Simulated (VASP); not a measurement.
# ErBe (P4/nmm) in VASP: single point with PBE

Aim: the single point of ErBe with PBE.

All numbers are computed with VASP 6.6.1; they aren't measurements. Logs are shortened: lines on timing, memory, paths and dates and some standing lists are left out, and cuts for length are marked.

### 1 The cell of the first run

It takes space group P4/nmm (No. 129, tetragonal). Conventional cell: a = 3.091 Å, b = 3.091 Å, c = 7.854 Å, α = 90.00°, β = 90.00°, γ = 90.00°. Er (site symmetry 4mm) has 5 Be at 2.97 to 3.01 Å and 8 Er at 3.09 to 3.56 Å within 3.9 Å. Within 3.1 Å of Be (site symmetry 4mm) lie 8 Be at 2.36 to 3.09 Å and 5 Er at 2.97 to 3.01 Å.

The cell was built from a structure type or drawn by symmetry, and may not be a known phase.

### 2 Single point, PBE

The input, INCAR:

```
SYSTEM = ErBe
  PREC = Accurate
  ENCUT = 600
  EDIFF = 1E-6
  ISMEAR = 0
  SIGMA = 0.1
  LREAL = .FALSE.
  LASPH = .TRUE.
  NELM = 200
  ALGO = Normal
  ISIF = 2
  LWAVE = .FALSE.
  LCHARG = .FALSE.
  GGA = PE
  NBANDS = 19
  GGA_COMPAT = .FALSE.
  LMAXMIX = 6
```

The input, KPOINTS:

```
Automatic mesh
0
G
  12 12 6
  0 0 0
```

The input, POSCAR:

```
ErBe
1.0
    3.0912217845      0.0000000000      0.0000000000
    0.0000000000      3.0912217845      0.0000000000
    0.0000000000      0.0000000000      7.8537754795
Er Be
2 2
Direct
    0.5000000000      0.0000000000      0.8210382362
    0.0000000000      0.5000000000      0.1789617638
    0.5000000000      0.0000000000      0.4427081730
    0.0000000000      0.5000000000      0.5572918270
```

Potentials or basis: VASP PAW PBE potentials, release 64 (Er_3, Be), 4f in core.

Started as:

```bash
cat potpaw_PBE.64/Er_3/POTCAR potpaw_PBE.64/Be/POTCAR > POTCAR
mpirun -np 1 vasp_std > vasp.out
```

OUTCAR:

```text
SYSTEM = ErBe
   PREC = Accurate
   ENCUT = 600
   EDIFF = 1E-6
   ISMEAR = 0
   LREAL = .FALSE.
   LASPH = .TRUE.
   NELM = 200
   ISIF = 2
   GGA = PE

 ion  position               nearest neighbor table
   1  0.500  0.000  0.821-   3 2.97   4 3.01   4 3.01   4 3.01   4 3.01   2 3.56   2 3.56   2 3.56
                             2 3.56
   2  0.000  0.500  0.179-   4 2.97   3 3.01   3 3.01   3 3.01   3 3.01   1 3.56   1 3.56   1 3.56
                             1 3.56
   3  0.500  0.000  0.443-   4 2.36   4 2.36   4 2.36   4 2.36   1 2.97   2 3.01   2 3.01   2 3.01
                             2 3.01
   4  0.000  0.500  0.557-   3 2.36   3 2.36   3 2.36   3 2.36   2 2.97   1 3.01   1 3.01   1 3.01
                             1 3.01

  LATTYP: Found a simple tetragonal cell.
 ALAT       =     3.0912217845
 C/A-ratio  =     2.5406703326

  Lattice vectors:

 A1 = (   3.0912217845,   0.0000000000,   0.0000000000)
 A2 = (   0.0000000000,   3.0912217845,   0.0000000000)
 A3 = (   0.0000000000,   0.0000000000,   7.8537754795)

Analysis of symmetry for initial positions (statically):
=====================================================================
 Subroutine PRICEL returns:
 Original cell was already a primitive cell.

 Routine SETGRP: Setting up the symmetry group for a
 simple tetragonal supercell.

 Subroutine GETGRP returns: Found 16 space group operations
 (whereof  8 operations were pure point group operations)
 out of a pool of 16 trial point group operations.

The static configuration has the point symmetry D_2d.
 The point group associated with its full space group is D_4h.

Analysis of symmetry for dynamics (positions and initial velocities):
=====================================================================
 Subroutine PRICEL returns:
 Original cell was already a primitive cell.

 Routine SETGRP: Setting up the symmetry group for a
 simple tetragonal supercell.

 Subroutine GETGRP returns: Found 16 space group operations
 (whereof  8 operations were pure point group operations)
 out of a pool of 16 trial point group operations.

The dynamic configuration has the point symmetry D_2d.
 The point group associated with its full space group is D_4h.

 Subroutine INISYM returns: Found 16 space group operations
 (whereof  8 operations are pure point group operations),
 and found     1 'primitive' translations

----------------------------------------------------------------------------------------

                                     Primitive cell

  volume of cell :      75.0479

  direct lattice vectors                    reciprocal lattice vectors
     3.091221785  0.000000000  0.000000000     0.323496685  0.000000000  0.000000000
     0.000000000  3.091221785  0.000000000     0.000000000  0.323496685  0.000000000
     0.000000000  0.000000000  7.853775480     0.000000000  0.000000000  0.127327297

  length of vectors
     3.091221785  3.091221785  7.853775480     0.323496685  0.323496685  0.127327297

  position of ions in fractional coordinates (direct lattice)
     0.500000000  0.000000000  0.821038236
     0.000000000  0.500000000  0.178961764
     0.500000000  0.000000000  0.442708173
     0.000000000  0.500000000  0.557291827

  ion indices of the primitive-cell ions
   primitive index   ion index
                 1           1
                 2           2
                 3           3
                 4           4

----------------------------------------------------------------------------------------

 KPOINTS: Automatic mesh

Automatic generation of k-mesh.
 Grid dimensions read from file:
 generate k-points for:   12   12    6

 Generating k-lattice:

  Cartesian coordinates                     Fractional coordinates (reciprocal lattice)
     0.026958057  0.000000000  0.000000000     0.083333333  0.000000000  0.000000000
     0.000000000  0.026958057  0.000000000     0.000000000  0.083333333  0.000000000
     0.000000000  0.000000000  0.021221216     0.000000000  0.000000000  0.166666667

  Length of vectors
     0.026958057  0.026958057  0.021221216

  Shift w.r.t. Gamma in fractional coordinates (k-lattice)
     0.000000000  0.000000000  0.000000000

 Subroutine IBZKPT returns following result:
 ===========================================

 Found    112 irreducible k-points:

 Following reciprocal coordinates:
            Coordinates               Weight
  0.000000  0.000000  0.000000      1.000000
  0.083333  0.000000  0.000000      4.000000
  0.166667  0.000000  0.000000      4.000000
  0.250000  0.000000  0.000000      4.000000
  0.333333  0.000000  0.000000      4.000000
  0.416667  0.000000  0.000000      4.000000
[... 16 lines left out ...]
  0.333333  0.333333  0.000000      4.000000
  0.416667  0.333333  0.000000      8.000000
 [... further k-points ...]
   k-points           NKPTS =    112   k-points in BZ     NKDIM =    112   number of bands    NBANDS=     19
   number of dos      NEDOS =    301   number of ions     NIONS =      4
   total plane-waves  NPLWV =  50176
   dimension x,y,z NGX =    28 NGY =   28 NGZ =   64
   dimension x,y,z NGXF=    56 NGYF=   56 NGZF=  128
   ions per type =               2   2
   NGX,Y,Z   is equivalent  to a cutoff of  15.06, 15.06, 13.55 a.u.
   NGXF,Y,Z  is equivalent  to a cutoff of  30.12, 30.12, 27.09 a.u.
 SYSTEM =  ErBe
   PREC   = accura    normal or accurate (medium, high low for compatibility)
   ISTART =      0    job   : 0-new  1-cont  2-samecut
   ICHARG =      2    charge: 1-file 2-atom 10-const
   ISPIN  =      1    spin polarized calculation?
   LNONCOLLINEAR =      F non collinear calculations
   LSORBIT =      F    spin-orbit coupling
   LASPH  =      T    aspherical Exc in radial PAW
   ENCUT  =  600.0 eV  44.10 Ry    6.64 a.u.   6.17  6.17 15.69*2*pi/ulx,y,z
   NELM   =    200;   NELMIN=  2; NELMDL= -5     # of ELM steps
   EDIFF  = 0.1E-05   stopping-criterion for ELM
   LREAL  =      F    real-space projection
   EDIFFG = 0.1E-04   stopping-criterion for IOM
   NSW    =      0    number of steps for IOM
   IBRION =     -1    ionic relax: 0-MD 1-quasi-New 2-CG
   NFREE  =      0    steps in history (QN), initial steepest desc. (CG)
   ISIF   =      2    stress and relaxation
   ISYM   =      2    0-nonsym 1-usesym 2-fastsym
   POTIM  = 0.5000    time-step for ionic-motion
   TEBEG  =    0.0;   TEEND  =   0.0 temperature during run
   PSTRESS=    0.0 pullay stress
   NELECT =      22.0000    total number of electrons
   NUPDOWN=      -1.0000    fix difference up-down
   EMIN   =  10.00;   EMAX   =-10.00  energy-range for DOS
   EFERMI =   0.00;   METHOD = LEGACY
   ISMEAR =     0;   SIGMA  =   0.10  broadening in eV -4-tet -1-fermi 0-gaus
   EFERMI_NEDOS =   21; number of points for ismear=-14 and -15
   IALGO  =     38    algorithm
   IMIX   =      4    mixing-type and parameters
     AMIX     =   0.40;   BMIX     =  1.00
     AMIX_MAG =   1.60;   BMIX_MAG =  1.00
  volume/ion in A,a.u.               =      18.76       126.61
  Fermi-wavevector in a.u.,A,eV,Ry     =   1.087517  2.055109 16.091523  1.182694
  Thomas-Fermi vector in A             =   2.223678
   LORBIT       =      0    0 simple, 1 ext, 2 COOP (PROOUT), +10 PAW based schemes
   GGA     = PE    functional components
   LHFCALC =     F    Hartree Fock is set to
   AEXX    =    0.0000 exact exchange contribution
   IVDW    =     0    specifies the selected vdW correction
   LEPSILON=     F    determine dielectric tensor
   LRPA    =     F    only Hartree local field effects (RPA)
 non-spin polarized calculation
 Gauss-broadening in eV      SIGMA  =   0.10
  energy-cutoff  :      600.00
  volume of cell :       75.05
 maximum number of plane-waves:      2552
 NGX is ok and might be reduce to    28
   NGX = 13   NGY = 13   NGZ = 31

 number of electron      22.0000000 magnetization

 Free energy of the ion-electron system (eV)
  ---------------------------------------------------
  ext. energy  EPLUGINS =         0.00000000
  ---------------------------------------------------
  free energy    TOTEN  =       -15.42730868 eV

  energy without entropy =      -15.41002720  energy(sigma->0) =      -15.41866794

 E-fermi :   3.6496     XC(G=0): -10.2105

 val. band max:        3.6489278618   @ k =   0.1667   0.0000   0.1667
 cond. band min:       3.6535998146   @ k =   0.4167   0.1667   0.5000
 fundamental gap:      0.0046719528
 Fermi energy:         3.6496229708

 k-point     1 :       0.0000    0.0000    0.0000
  band No.  band energies     occupation
      1     -20.7710      2.00000
      2     -20.4391      2.00000
      3     -20.2677      2.00000
      4     -20.2677      2.00000
      5     -20.2071      2.00000
      6     -20.2071      2.00000
[... 11 lines left out ...]
     18       9.2564      0.00000
     19       9.3930      0.00000

 k-point     2 :       0.0833    0.0000    0.0000
  band No.  band energies     occupation
      1     -20.7586      2.00000
      2     -20.4442      2.00000
      3     -20.3301      2.00000
      4     -20.2791      2.00000
      5     -20.2606      2.00000
      6     -20.2020      2.00000
[... 11 lines left out ...]
     18       9.1780      0.00000
     19       9.3555      0.00000

 k-point     3 :       0.1667    0.0000    0.0000
  band No.  band energies     occupation
      1     -20.7288      2.00000
      2     -20.5524      2.00000
      3     -20.4659      2.00000
      4     -20.4030      2.00000
      5     -20.2408      2.00000
      6     -20.1881      2.00000
[... 11 lines left out ...]
     18       8.9199      0.00000
     19       9.0573      0.00000

 k-point     4 :       0.2500    0.0000    0.0000
  band No.  band energies     occupation
      1     -20.7911      2.00000
      2     -20.7816      2.00000
      3     -20.6138      2.00000
      4     -20.4056      2.00000
      5     -20.2129      2.00000
      6     -20.1697      2.00000
[... 11 lines left out ...]
     18       8.5125      0.00000
     19       8.5918      0.00000

 k-point     5 :       0.3333    0.0000    0.0000
  band No.  band energies     occupation
      1     -21.0261      2.00000
      2     -21.0054      2.00000
      3     -20.5726      2.00000
      4     -20.4092      2.00000
      5     -20.1834      2.00000
      6     -20.1527      2.00000
[... 11 lines left out ...]
     18       8.9186      0.00000
     19       9.3691      0.00000

 k-point     6 :       0.4167    0.0000    0.0000
  band No.  band energies     occupation
      1     -21.1913      2.00000
      2     -21.1799      2.00000
      3     -20.5124      2.00000
      4     -20.4263      2.00000
      5     -20.1589      2.00000
      6     -20.1430      2.00000
[... 11 lines left out ...]
     18       9.3680      0.00000
     19       9.7383      0.00000

 k-point     7 :       0.5000    0.0000    0.0000
  band No.  band energies     occupation
      1     -21.2469      2.00000
      2     -21.2469      2.00000
      3     -20.4611      2.00000
      4     -20.4611      2.00000
      5     -20.1447      2.00000
      6     -20.1447      2.00000
[... 11 lines left out ...]
     18       9.2502      0.00000
     19       9.6651      0.00000

 k-point     8 :       0.0833    0.0833    0.0000
  band No.  band energies     occupation
      1     -20.7464      2.00000
      2     -20.4468      2.00000
      3     -20.3305      2.00000
      4     -20.3173      2.00000
      5     -20.2814      2.00000
      6     -20.2659      2.00000
[... 256 lines left out ...]
 k-point    20 :       0.3333    0.2500    0.0000
  band No.  band energies     occupation
      1     -20.9502      2.00000
      2     -20.9436      2.00000
      3     -20.6789      2.00000
      4     -20.6488      2.00000
      5     -20.4923      2.00000
      6     -20.3739      2.00000
[... 11 lines left out ...]
     18       8.4367      0.00000
     19       8.4948      0.00000

 k-point    21 :       0.4167    0.2500    0.0000
  band No.  band energies     occupation
      1     -21.1141      2.00000
      2     -21.1088      2.00000
      3     -20.6472      2.00000
      4     -20.6322      2.00000
      5     -20.4469      2.00000
      6     -20.3839      2.00000
[... 11 lines left out ...]
     18       8.5503      0.00000
     19       9.2843      0.00000

 k-point    22 :       0.5000    0.2500    0.0000
  band No.  band energies     occupation
      1     -21.1712      2.00000
      2     -21.1712      2.00000
      3     -20.6304      2.00000
      4     -20.6304      2.00000
      5     -20.4087      2.00000
      6     -20.4087      2.00000
[... 11 lines left out ...]
     18       7.7253      0.00000
     19       9.3237      0.00000

 k-point    23 :       0.3333    0.3333    0.0000
  band No.  band energies     occupation
      1     -20.9566      2.00000
      2     -20.9357      2.00000
      3     -20.8830      2.00000
      4     -20.8349      2.00000
      5     -20.4514      2.00000
      6     -20.3656      2.00000
[... 11 lines left out ...]
     18       8.5943      0.00000
     19       8.8548      0.00000

 k-point    24 :       0.4167    0.3333    0.0000
  band No.  band energies     occupation
      1     -21.0805      2.00000
      2     -21.0790      2.00000
      3     -20.8709      2.00000
      4     -20.8551      2.00000
      5     -20.4120      2.00000
      6     -20.3671      2.00000
[... 11 lines left out ...]
     18       8.1501      0.00000
     19       9.1455      0.00000

 [... further k-points ...]
[... 5 lines left out ...]
  --------------------------------------------------------------------------------------
  -------------------------------------------------------------------------------------
  Total        0.1803464      0.1803464      0.2222295      0.0000000     -0.0000000     -0.0000000
  in kB        3.8501634      3.8501634      4.7443139      0.0000000     -0.0000000     -0.0000000
  external PRESSURE =       4.1482136 kB  Pullay stress =       0.0000000 kB

 VOLUME and BASIS-vectors are now :
 -----------------------------------------------------------------------------
  energy-cutoff  :      600.00
  volume of cell :       75.05
      direct lattice vectors                 reciprocal lattice vectors
     3.091221785  0.000000000  0.000000000     0.323496685  0.000000000  0.000000000
     0.000000000  3.091221785  0.000000000     0.000000000  0.323496685  0.000000000
     0.000000000  0.000000000  7.853775480     0.000000000  0.000000000  0.127327297

 POSITION                                       TOTAL-FORCE (eV/Angst)
 -----------------------------------------------------------------------------------
      1.54561      0.00000      6.44825        -0.000000     -0.000000     -0.035598
      0.00000      1.54561      1.40553         0.000000     -0.000000      0.035598
      1.54561      0.00000      3.47693         0.000000      0.000000      0.005650
      0.00000      1.54561      4.37684         0.000000     -0.000000     -0.005650
 -----------------------------------------------------------------------------------
    total drift:                                0.000000      0.000000      0.000000

  FREE ENERGIE OF THE ION-ELECTRON SYSTEM (eV)
  ---------------------------------------------------
  free  energy   TOTEN  =       -15.4273086835 eV

  energy  without entropy=      -15.4100271961  energy(sigma->0) =      -15.41866794
```

Wall time 3.4 min (1 thread of Intel Xeon Platinum 8259CL at 2.50GHz (Skylake/Cascade Lake), shared host); peak memory 0.34 GiB.

Results:

```yaml
Free_energy: -15.4273 eV
Pressure: 0.4 GPa
Largest_force: 0.036 eV/Å
Band_gap_on_the_k_mesh: zero (bands 11 and 12 overlap by 1.85 eV)
```

Forces on the atoms (eV/Å):
```
Er   0.000  0.000 -0.036
Er   0.000  0.000  0.036
Be   0.000  0.000  0.006
Be   0.000  0.000 -0.006
```

Levels at points of the mesh, in eV from the Fermi level:
| k point | band 8 | band 9 | band 10 | band 11 | band 12 | band 13 | band 14 | band 15 |
| --- | --- | --- | --- | --- | --- | --- | --- | --- |
| (0.00, 0.00, 0.00) | -4.10 | -3.71 | -0.42 | -0.40 | 0.35 | 1.01 | 2.77 | 2.77 |
| (0.50, 0.00, 0.00) | -4.04 | -1.93 | -1.93 | 0.34 | 0.34 | 0.85 | 0.85 | 3.64 |
| (0.50, 0.50, 0.00) | -2.38 | -2.34 | -2.34 | 1.03 | 1.03 | 1.04 | 1.04 | 1.74 |
| (0.00, 0.00, 0.50) | -5.33 | -2.56 | -0.52 | -0.40 | 0.30 | 1.38 | 3.07 | 3.07 |
| (0.50, 0.00, 0.50) | -4.20 | -0.99 | -0.99 | -0.61 | -0.61 | 0.86 | 0.86 | 3.56 |
| (0.50, 0.50, 0.50) | -2.27 | -2.17 | -2.17 | -0.22 | -0.22 | 0.55 | 0.55 | 4.41 |

Caveat: spin-orbit coupling is left out, which moves the levels of the heavy elements; the 4f electrons are frozen in the core, so they carry no moment and show no levels. Spin polarisation is off, so any magnetic state and its effect on volume and gap are missing.
